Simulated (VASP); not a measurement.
Input of a VASP 6.6.1 run:

File INCAR:

```
SYSTEM = BeNi3
  PREC = Accurate
  ENCUT = 600
  EDIFF = 1E-6
  ISMEAR = 0
  SIGMA = 0.05
  LREAL = .False.
  LASPH = .True.
  NELM = 150
  ALGO = Normal
  ISIF = 3
  LWAVE = .False.
  LCHARG = .False.
  ISPIN = 2
  MAGMOM = 0 1.5 1.5 1.5
  LORBIT = 11
  LMAXMIX = 4
  GGA = PS
  IBRION = 2
  NSW = 80
  EDIFFG = -0.02
```

Contents of KPOINTS:

```
regular mesh
0
Gamma
  6 6 6
  0 0 0
```

File POSCAR:

```
BeNi3
1.0
    3.4189400000      0.0000000000      0.0000000000
    0.0000000000      3.4189400000      0.0000000000
    0.0000000000      0.0000000000      3.4189400000
Be Ni
1 3
Direct
    0.0000000000      0.0000000000      0.0000000000
    0.0000000000      0.5000000000      0.5000000000
    0.5000000000      0.0000000000      0.5000000000
    0.5000000000      0.5000000000      0.0000000000
```

Potentials or basis: VASP PAW PBE potentials, release 64 (Be, Ni).

Launch:

```sh
$ cat potpaw_PBE.64/Be/POTCAR potpaw_PBE.64/Ni/POTCAR > POTCAR
$ mpirun -np 1 vasp_std > vasp.out
```

Estimate the space group after relaxing (to 0.1 Å).

Pm-3m (No. 221).

What does it give for the relaxed volume?

9.71 Å³/atom.

Final structure:
```
Be Ni
1.0
     3.38608    0.00000    0.00000
     0.00000    3.38608    0.00000
     0.00000    0.00000    3.38608
Be Ni
1 3
Direct
  0.00000 0.00000 0.00000
  0.00000 0.50000 0.50000
  0.50000 0.00000 0.50000
  0.50000 0.50000 0.00000
```

Caveat: the PAW data sets were made with another functional, which shifts forces and pressure a little.
